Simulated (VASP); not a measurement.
# Zr (Im-3m) in VASP: notebook

The runs below take Zr through single point, with RPBE.

Everything below comes from runs of VASP 6.6.1. Logs are shortened: lines on timing, memory, paths and dates and some standing lists are left out, and cuts for length are marked.

### Step 1. The cell of the first run

Symmetry: Im-3m, No. 229, cubic system. The conventional cell has a = 3.658 Å, b = 3.658 Å, c = 3.658 Å, α = 90.00°, β = 90.00°, γ = 90.00°. Within 4.2 Å of Zr (site symmetry m-3m) lie 14 Zr at 3.17 to 3.66 Å.

### Step 2. Single point, RPBE (volume scaled by 1.04)

Contents of INCAR:

```
ALGO = Normal
EDIFF = 1E-7
ENCUT = 520
GGA = RP
ISIF = 2
ISMEAR = -1
LASPH = True
LCHARG = False
LREAL = False
LWAVE = False
NBANDS = 12
NELM = 100
PREC = Accurate
SIGMA = 0.1
```

Contents of KPOINTS:

```
k-points
0
Gamma
  14 14 14
```

Contents of POSCAR:

```
Zr
1.0
   -1.8288140492      1.8288140492      1.8288140492
    1.8288140492     -1.8288140492      1.8288140492
    1.8288140492      1.8288140492     -1.8288140492
Zr
1
Direct
    0.0000000000      0.0000000000      0.0000000000
```

Potentials or basis: VASP PAW PBE potentials, release 64 (Zr_sv).

Run with:

```sh
cat potpaw_PBE.64/Zr_sv/POTCAR > POTCAR
mpirun -np 1 vasp_std > vasp.out
```

OUTCAR:

```text
EDIFF = 1E-7
   ENCUT = 520
   GGA = RP
   ISIF = 2
   ISMEAR = -1
   LASPH = True
   LREAL = False
   NELM = 100
   PREC = Accurate

 ion  position               nearest neighbor table
   1  0.000  0.000  0.000-

  LATTYP: Found a body centered cubic cell.
 ALAT       =     3.6576280984

  Lattice vectors:

 A1 = (  -1.8288140492,   1.8288140492,   1.8288140492)
 A2 = (   1.8288140492,  -1.8288140492,   1.8288140492)
 A3 = (   1.8288140492,   1.8288140492,  -1.8288140492)

Analysis of symmetry for initial positions (statically):
=====================================================================
 Subroutine PRICEL returns:
 Original cell was already a primitive cell.

 Routine SETGRP: Setting up the symmetry group for a
 body centered cubic supercell.

 Subroutine GETGRP returns: Found 48 space group operations
 (whereof 48 operations were pure point group operations)
 out of a pool of 48 trial point group operations.

The static configuration has the point symmetry O_h .

Analysis of symmetry for dynamics (positions and initial velocities):
=====================================================================
 Subroutine PRICEL returns:
 Original cell was already a primitive cell.

 Routine SETGRP: Setting up the symmetry group for a
 body centered cubic supercell.

 Subroutine GETGRP returns: Found 48 space group operations
 (whereof 48 operations were pure point group operations)
 out of a pool of 48 trial point group operations.

The dynamic configuration has the point symmetry O_h .

 Subroutine INISYM returns: Found 48 space group operations
 (whereof 48 operations are pure point group operations),
 and found     1 'primitive' translations

----------------------------------------------------------------------------------------

                                     Primitive cell

  volume of cell :      24.4663

  direct lattice vectors                    reciprocal lattice vectors
    -1.828814049  1.828814049  1.828814049     0.000000000  0.273401224  0.273401224
     1.828814049 -1.828814049  1.828814049     0.273401224  0.000000000  0.273401224
     1.828814049  1.828814049 -1.828814049     0.273401224  0.273401224  0.000000000

  length of vectors
     3.167598851  3.167598851  3.167598851     0.386647719  0.386647719  0.386647719

  position of ions in fractional coordinates (direct lattice)
     0.000000000  0.000000000  0.000000000
[... 81 lines left out ...]
   NFREE  =      0    steps in history (QN), initial steepest desc. (CG)
   ISIF   =      2    stress and relaxation
   ISYM   =      2    0-nonsym 1-usesym 2-fastsym
   POTIM  = 0.5000    time-step for ionic-motion
   TEBEG  =    0.0;   TEEND  =   0.0 temperature during run
   PSTRESS=    0.0 pullay stress
   NELECT =      12.0000    total number of electrons
   NUPDOWN=      -1.0000    fix difference up-down
   EMIN   =  10.00;   EMAX   =-10.00  energy-range for DOS
   EFERMI =   0.00;   METHOD = LEGACY
   ISMEAR =    -1;   SIGMA  =   0.10  broadening in eV -4-tet -1-fermi 0-gaus
   EFERMI_NEDOS =   21; number of points for ismear=-14 and -15
   IALGO  =     38    algorithm
   IMIX   =      4    mixing-type and parameters
     AMIX     =   0.40;   BMIX     =  1.00
     AMIX_MAG =   1.60;   BMIX_MAG =  1.00
  volume/ion in A,a.u.               =      24.47       165.11
  Fermi-wavevector in a.u.,A,eV,Ry     =   1.291058  2.439746 22.678604  1.666830
  Thomas-Fermi vector in A             =   2.422851
   LORBIT       =      0    0 simple, 1 ext, 2 COOP (PROOUT), +10 PAW based schemes
   GGA     = RP    functional components
   LHFCALC =     F    Hartree Fock is set to
   AEXX    =    0.0000 exact exchange contribution
   IVDW    =     0    specifies the selected vdW correction
   LEPSILON=     F    determine dielectric tensor
   LRPA    =     F    only Hartree local field effects (RPA)
 non-spin polarized calculation
  energy-cutoff  :      520.00
  volume of cell :       24.47
 maximum number of plane-waves:       682
   NGX = 11   NGY = 11   NGZ = 11

 number of electron      12.0000000 magnetization

 Free energy of the ion-electron system (eV)
  ---------------------------------------------------
  ext. energy  EPLUGINS =         0.00000000
  ---------------------------------------------------
  free energy    TOTEN  =        -8.02418968 eV

  energy without entropy =       -7.95517489  energy(sigma->0) =       -7.98968229

 E-fermi :   8.2617     XC(G=0): -10.7787

 val. band max:        8.2607009277   @ k =   0.2857   0.1429   0.1429
 cond. band min:       8.2687903352   @ k =   0.2143   0.2143   0.0000
 fundamental gap:      0.0080894075
 Fermi energy:         8.2617093770

 k-point     1 :       0.0000    0.0000    0.0000
  band No.  band energies     occupation
      1     -40.3746      2.00000
      2     -17.9532      2.00000
      3     -17.9532      2.00000
      4     -17.9532      2.00000
      5       2.9877      2.00000
      6       9.3677      0.00003
      7       9.3677      0.00003
      8       9.3677      0.00003
      9      11.6969      0.00000
     10      11.6969      0.00000
     11      20.4642      0.00000
     12      20.4642      0.00000
[... 331 lines left out ...]
 k-point    24 :       0.3571    0.2857    0.0000
  band No.  band energies     occupation
      1     -40.2380      2.00000
      2     -18.5775      2.00000
      3     -18.4520      2.00000
      4     -18.0542      2.00000
      5       6.9728      1.99999
      6       7.7387      1.98935
      7       8.0744      1.73363
      8      11.8370      0.00000
      9      12.2124      0.00000
     10      16.2845      0.00000
     11      16.6815      0.00000
     12      18.0782      0.00000

 [... further k-points ...]

------------------------ aborting loop because EDIFF is reached ----------------------------------------

  FORCE on cell =-STRESS in cart. coord.  units (eV):
  Direction    XX          YY          ZZ          XY          YZ          ZX
  --------------------------------------------------------------------------------------
  -------------------------------------------------------------------------------------
  Total       -0.4708957     -0.4708957     -0.4708957     -0.0000000     -0.0000000      0.0000000
  in kB      -30.8366121    -30.8366121    -30.8366121     -0.0000000     -0.0000000      0.0000000
  external PRESSURE =     -30.8366121 kB  Pullay stress =       0.0000000 kB

 VOLUME and BASIS-vectors are now :
 -----------------------------------------------------------------------------
  energy-cutoff  :      520.00
  volume of cell :       24.47
      direct lattice vectors                 reciprocal lattice vectors
    -1.828814049  1.828814049  1.828814049     0.000000000  0.273401224  0.273401224
     1.828814049 -1.828814049  1.828814049     0.273401224  0.000000000  0.273401224
     1.828814049  1.828814049 -1.828814049     0.273401224  0.273401224  0.000000000

 POSITION                                       TOTAL-FORCE (eV/Angst)
 -----------------------------------------------------------------------------------
      0.00000      0.00000      0.00000        -0.000000      0.000000     -0.000000
 -----------------------------------------------------------------------------------
    total drift:                                0.000000      0.000000     -0.000000

  FREE ENERGIE OF THE ION-ELECTRON SYSTEM (eV)
  ---------------------------------------------------
  free  energy   TOTEN  =        -8.0241896838 eV

  energy  without entropy=       -7.9551748874  energy(sigma->0) =       -7.98968229
```

OSZICAR:

```text
N       E                     dE             d eps       ncg     rms          rms(c)
DAV:   1     0.854842324640E+02    0.85484E+02   -0.68868E+03  2520   0.995E+02
DAV:   2    -0.524923237526E+01   -0.90733E+02   -0.88109E+02  2888   0.263E+02
DAV:   3    -0.829794441252E+01   -0.30487E+01   -0.29988E+01  3780   0.406E+01
DAV:   4    -0.836317279084E+01   -0.65228E-01   -0.65180E-01  2896   0.570E+00
DAV:   5    -0.836475474758E+01   -0.15820E-02   -0.15819E-02  3548   0.629E-01    0.887E+00
DAV:   6    -0.807228733686E+01    0.29247E+00   -0.38965E-01  2668   0.579E+00    0.337E+00
DAV:   7    -0.802049997528E+01    0.51787E-01   -0.19992E-01  3012   0.396E+00    0.679E-01
DAV:   8    -0.802420191836E+01   -0.37019E-02   -0.12816E-02  3024   0.126E+00    0.112E-01
DAV:   9    -0.802420368529E+01   -0.17669E-05   -0.52734E-04  3268   0.206E-01    0.249E-02
DAV:  10    -0.802419130541E+01    0.12380E-04   -0.28203E-05  3308   0.539E-02    0.154E-02
DAV:  11    -0.802418966266E+01    0.16428E-05   -0.17507E-06  3076   0.143E-02    0.292E-03
DAV:  12    -0.802418968385E+01   -0.21188E-07   -0.56852E-08  2048   0.228E-03
   1 F= -.80241897E+01 E0= -.79896823E+01  d E =-.690148E-01
```

Wall time 7.3 s (1 thread of Intel Xeon 6975P-C (Granite Rapids), shared host); peak memory 0.15 GiB.

Results:

```yaml
Free_energy: -8.0242 eV
Pressure: -3.1 GPa
Band_gap_on_the_k_mesh: zero (band 6 reaches 9.37 eV, above the bottom of band 7 at 7.65 eV)
```

Levels at points of the mesh, in eV from the Fermi level:
```tsv
k point	band 3	band 4	band 5	band 6	band 7	band 8	band 9	band 10
(0.00, 0.00, 0.00)	-26.21	-26.21	-5.27	1.11	1.11	1.11	3.44	3.44
(0.50, 0.00, 0.00)	-26.48	-26.22	-2.63	-0.57	1.38	3.41	4.03	5.92
(0.50, 0.50, 0.50)	-26.78	-26.78	-2.33	-2.33	5.31	5.31	5.31	7.04
```

Caveat: the PAW data sets were made with another functional, which shifts forces and pressure a little.

### Step 3. Single point, RPBE (volume scaled by 1.08)

Contents of INCAR:

```
PREC = Accurate
ENCUT = 520
EDIFF = 1E-7
ISMEAR = -1
SIGMA = 0.1
LREAL = False
LASPH = True
NELM = 60
ALGO = Normal
ISIF = 2
LWAVE = False
LCHARG = True
GGA = RP
LELF = True
LVHAR = True
NBANDS = 12
```

Contents of KPOINTS:

```
Automatic mesh
0
Gamma
  14 14 14
```

Contents of POSCAR:

```
Zr
1.0
   -1.8519660519      1.8519660519      1.8519660519
    1.8519660519     -1.8519660519      1.8519660519
    1.8519660519      1.8519660519     -1.8519660519
Zr
1
Direct
    0.0000000000      0.0000000000      0.0000000000
```

Potentials or basis: VASP PAW PBE potentials, release 64 (Zr_sv).

Run with:

```sh
cat potpaw_PBE.64/Zr_sv/POTCAR > POTCAR
mpirun -np 1 vasp_std > vasp.out
```

OUTCAR:

```text
PREC = Accurate
   ENCUT = 520
   EDIFF = 1E-7
   ISMEAR = -1
   LREAL = False
   LASPH = True
   NELM = 60
   ISIF = 2
   GGA = RP

 ion  position               nearest neighbor table
   1  0.000  0.000  0.000-

  LATTYP: Found a body centered cubic cell.
 ALAT       =     3.7039321038

  Lattice vectors:

 A1 = (  -1.8519660519,   1.8519660519,   1.8519660519)
 A2 = (   1.8519660519,  -1.8519660519,   1.8519660519)
 A3 = (   1.8519660519,   1.8519660519,  -1.8519660519)

Analysis of symmetry for initial positions (statically):
=====================================================================
 Subroutine PRICEL returns:
 Original cell was already a primitive cell.

 Routine SETGRP: Setting up the symmetry group for a
 body centered cubic supercell.

 Subroutine GETGRP returns: Found 48 space group operations
 (whereof 48 operations were pure point group operations)
 out of a pool of 48 trial point group operations.

The static configuration has the point symmetry O_h .

Analysis of symmetry for dynamics (positions and initial velocities):
=====================================================================
 Subroutine PRICEL returns:
 Original cell was already a primitive cell.

 Routine SETGRP: Setting up the symmetry group for a
 body centered cubic supercell.

 Subroutine GETGRP returns: Found 48 space group operations
 (whereof 48 operations were pure point group operations)
 out of a pool of 48 trial point group operations.

The dynamic configuration has the point symmetry O_h .

 Subroutine INISYM returns: Found 48 space group operations
 (whereof 48 operations are pure point group operations),
 and found     1 'primitive' translations

----------------------------------------------------------------------------------------

                                     Primitive cell
[... 112 lines left out ...]
  Thomas-Fermi vector in A             =   2.407659
   LORBIT       =      0    0 simple, 1 ext, 2 COOP (PROOUT), +10 PAW based schemes
   GGA     = RP    functional components
   LHFCALC =     F    Hartree Fock is set to
   AEXX    =    0.0000 exact exchange contribution
   IVDW    =     0    specifies the selected vdW correction
   LEPSILON=     F    determine dielectric tensor
   LRPA    =     F    only Hartree local field effects (RPA)
 non-spin polarized calculation
  energy-cutoff  :      520.00
  volume of cell :       25.41
 maximum number of plane-waves:       700
   NGX = 11   NGY = 11   NGZ = 11

 number of electron      12.0000000 magnetization

 Free energy of the ion-electron system (eV)
  ---------------------------------------------------
  ext. energy  EPLUGINS =         0.00000000
  ---------------------------------------------------
  free energy    TOTEN  =        -7.99873866 eV

  energy without entropy =       -7.92543726  energy(sigma->0) =       -7.96208796

 E-fermi :   7.8726     XC(G=0): -10.6113

 val. band max:        7.8288880303   @ k =   0.2857   0.1429   0.1429
 cond. band min:       7.8825253302   @ k =   0.2143   0.2143   0.0000
 fundamental gap:      0.0536372999
 Fermi energy:         7.8725724689

 k-point     1 :       0.0000    0.0000    0.0000
  band No.  band energies     occupation
      1     -40.8577      2.00000
      2     -18.4769      2.00000
      3     -18.4769      2.00000
      4     -18.4769      2.00000
      5       2.6680      2.00000
      6       8.9505      0.00004
      7       8.9505      0.00004
      8       8.9505      0.00004
      9      11.1830      0.00000
     10      11.1830      0.00000
     11      19.9432      0.00000
     12      19.9432      0.00000
[... 331 lines left out ...]
 k-point    24 :       0.3571    0.2857    0.0000
  band No.  band energies     occupation
      1     -40.7415      2.00000
      2     -19.0278      2.00000
      3     -18.9171      2.00000
      4     -18.5661      2.00000
      5       6.6384      1.99999
      6       7.3660      1.98746
      7       7.6660      1.77512
      8      11.3058      0.00000
      9      11.6581      0.00000
     10      15.5350      0.00000
     11      15.9294      0.00000
     12      17.2954      0.00000

 [... further k-points ...]

------------------------ aborting loop because EDIFF is reached ----------------------------------------

  FORCE on cell =-STRESS in cart. coord.  units (eV):
  Direction    XX          YY          ZZ          XY          YZ          ZX
  --------------------------------------------------------------------------------------
  -------------------------------------------------------------------------------------
  Total       -0.8953804     -0.8953804     -0.8953804      0.0000000      0.0000000      0.0000000
  in kB      -56.4623718    -56.4623718    -56.4623718      0.0000000      0.0000000      0.0000000
  external PRESSURE =     -56.4623718 kB  Pullay stress =       0.0000000 kB

 VOLUME and BASIS-vectors are now :
 -----------------------------------------------------------------------------
  energy-cutoff  :      520.00
  volume of cell :       25.41
      direct lattice vectors                 reciprocal lattice vectors
    -1.851966052  1.851966052  1.851966052     0.000000000  0.269983351  0.269983351
     1.851966052 -1.851966052  1.851966052     0.269983351  0.000000000  0.269983351
     1.851966052  1.851966052 -1.851966052     0.269983351  0.269983351  0.000000000

 POSITION                                       TOTAL-FORCE (eV/Angst)
 -----------------------------------------------------------------------------------
      0.00000      0.00000      0.00000        -0.000000      0.000000      0.000000
 -----------------------------------------------------------------------------------
    total drift:                                0.000000      0.000000     -0.000000

  FREE ENERGIE OF THE ION-ELECTRON SYSTEM (eV)
  ---------------------------------------------------
  free  energy   TOTEN  =        -7.9987386628 eV

  energy  without entropy=       -7.9254372571  energy(sigma->0) =       -7.96208796
```

OSZICAR:

```text
N       E                     dE             d eps       ncg     rms          rms(c)
DAV:   1     0.862908246428E+02    0.86291E+02   -0.67137E+03  2504   0.980E+02
DAV:   2    -0.533390771733E+01   -0.91625E+02   -0.89250E+02  2924   0.266E+02
DAV:   3    -0.829842674194E+01   -0.29645E+01   -0.29243E+01  3760   0.405E+01
DAV:   4    -0.836413515851E+01   -0.65708E-01   -0.65630E-01  2952   0.579E+00
DAV:   5    -0.836553315856E+01   -0.13980E-02   -0.13980E-02  3508   0.627E-01    0.824E+00
DAV:   6    -0.805109272106E+01    0.31444E+00   -0.41403E-01  2664   0.592E+00    0.305E+00
DAV:   7    -0.799513536430E+01    0.55957E-01   -0.20848E-01  3024   0.400E+00    0.700E-01
DAV:   8    -0.799876941057E+01   -0.36340E-02   -0.13444E-02  3092   0.127E+00    0.121E-01
DAV:   9    -0.799875471450E+01    0.14696E-04   -0.56112E-04  3160   0.220E-01    0.244E-02
DAV:  10    -0.799873856362E+01    0.16151E-04   -0.23916E-05  3308   0.458E-02    0.535E-03
DAV:  11    -0.799873866284E+01   -0.99213E-07   -0.49510E-07  3176   0.545E-03
   1 F= -.79987387E+01 E0= -.79620880E+01  d E =-.733014E-01
```

Wall time 6.7 s (1 thread of Intel Xeon 6975P-C (Granite Rapids), shared host); peak memory 0.15 GiB.

What came out:

| Item | Value |
| --- | --- |
| Free energy | -7.9987 eV |
| Pressure | -5.6 GPa |
| Band gap on the k mesh | zero (band 6 reaches 8.95 eV, above the bottom of band 7 at 7.28 eV) |

Levels at points of the mesh, in eV from the Fermi level:
| k point | band 4 | band 5 | band 6 | band 7 | band 8 | band 9 |
| --- | --- | --- | --- | --- | --- | --- |
| (0.00, 0.00, 0.00) | -26.35 | -5.20 | 1.08 | 1.08 | 1.08 | 3.31 |
| (0.50, 0.00, 0.00) | -26.35 | -2.54 | -0.52 | 1.25 | 3.27 | 3.87 |
| (0.50, 0.50, 0.50) | -26.85 | -2.19 | -2.19 | 5.07 | 5.07 | 5.07 |

Caveat: the PAW data sets were made with another functional, which shifts forces and pressure a little.

### Step 4. Single point, RPBE (volume scaled by 1.12)

Contents of INCAR:

```
SYSTEM = Zr
PREC = Accurate ; ENCUT = 520
EDIFF = 1E-6 ; ISMEAR = -1
SIGMA = 0.1 ; LREAL = .FALSE.
LASPH = .TRUE. ; NELM = 100
ALGO = Normal ; ISIF = 2
LWAVE = .FALSE. ; LCHARG = .TRUE.
GGA = RP ; LELF = .TRUE.
LVHAR = .TRUE. ; NBANDS = 12
```

Contents of KPOINTS:

```
regular mesh
0
G
  14 14 14
  0 0 0
```

Contents of POSCAR:

```
Zr
1.0
   -1.8745532298      1.8745532298      1.8745532298
    1.8745532298     -1.8745532298      1.8745532298
    1.8745532298      1.8745532298     -1.8745532298
Zr
1
Direct
    0.0000000000      0.0000000000      0.0000000000
```

Run with:

```sh
cat potpaw_PBE.64/Zr_sv/POTCAR > POTCAR
mpirun -np 1 vasp_std > vasp.out
```

Wall time 7.6 s (1 thread of Intel Xeon 6975P-C (Granite Rapids), shared host); peak memory 0.15 GiB.

It converged, with:

| Property | Result |
| --- | --- |
| Free energy | -7.9594 eV |
| Pressure | -7.8 GPa |
| Band gap on the k mesh | zero (band 6 reaches 8.56 eV, above the bottom of band 7 at 6.93 eV) |

Levels at points of the mesh, in eV from the Fermi level:
```csv
k point,band 3,band 4,band 5,band 6,band 7,band 8,band 9,band 10
"(0.00, 0.00, 0.00)",-26.48,-26.48,-5.13,1.05,1.05,1.05,3.19,3.19
"(0.50, 0.00, 0.00)",-26.69,-26.48,-2.45,-0.47,1.14,3.13,3.71,5.39
"(0.50, 0.50, 0.50)",-26.93,-26.93,-2.07,-2.07,4.85,4.85,4.85,6.54
```

Caveat: the PAW data sets were made with another functional, which shifts forces and pressure a little.

### Step 5. Summary

```tsv
cell	gap on the mesh (eV)	pressure (GPa)
a = 3.168 Å, angles 109.5°, 1 atom	none	-3.1
a = 3.208 Å, angles 109.5°, 1 atom	none	-5.6
a = 3.247 Å, angles 109.5°, 1 atom	none	-7.8
```

Alike in all rows: task single point; level RPBE; potentials or basis VASP PAW PBE potentials, release 64 (Zr_sv); no spin polarisation; k mesh 14 × 14 × 14; cutoff (eV) 520; smearing fermi-dirac 0.1 eV.

Caveats: the PAW data sets were made with another functional, which shifts forces and pressure a little.

Total energies depend on the potentials used, so only differences within one code and one set of settings carry meaning.
